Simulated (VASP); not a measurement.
Write the native input for VASP 6.6.1 that does the following.

- Task: single point
- Functional: PBEsol
- Potentials or basis: VASP PAW PBE potentials, release 64 (As)
- Cutoff: 520 eV
- k mesh: 8 × 8 × 6
- Occupations: fermi-dirac, width 0.05 eV
- Spin: no spin polarisation
- Dipole correction: no
- Further INCAR settings: ALGO = Normal; EDIFF = 1e-06; NBANDS = 18

The structure of As lies in POSCAR:

```
As
1.0
    1.8462027067     -5.1147134204      0.0000000000
    1.8462027067      5.1147134204      0.0000000000
    0.0000000000      0.0000000000      3.8720044798
As
4
Direct
    0.3811919693      0.6188080307      0.5374364282
    0.8811919693      0.1188080307      0.9625635718
    0.6188080307      0.3811919693      0.4625635718
    0.1188080307      0.8811919693      0.0374364282
```

The input as run:

INCAR

```
  PREC = Accurate
  ENCUT = 520
  EDIFF = 1E-6
  ISMEAR = -1
  SIGMA = 0.05
  LREAL = F
  LASPH = T
  NELM = 80
  ALGO = Normal
  ISIF = 2
  LWAVE = F
  LCHARG = F
  GGA = PS
  NBANDS = 18
```

KPOINTS

```
Automatic mesh
0
Gamma
  8 8 6
```

Potentials or basis: VASP PAW PBE potentials, release 64 (As).

Run with:

```sh
$ cat potpaw_PBE.64/As/POTCAR > POTCAR
$ mpirun -np 1 vasp_std > vasp.out
```

Results of the run:

```yaml
Pressure: 10.6 GPa
Largest_force: 0.085 eV/Å
Band_gap_on_the_k_mesh: zero (bands 10 and 11 overlap by 1.08 eV)
```

Caveat: the cell stands under pressure; the PAW data sets were made with another functional, which shifts forces and pressure a little.

Wall time 34 s on 1 thread of Intel(R) Xeon(R) 6975P-C (Granite Rapids), with other jobs on the host, peak memory 0.25 GiB.
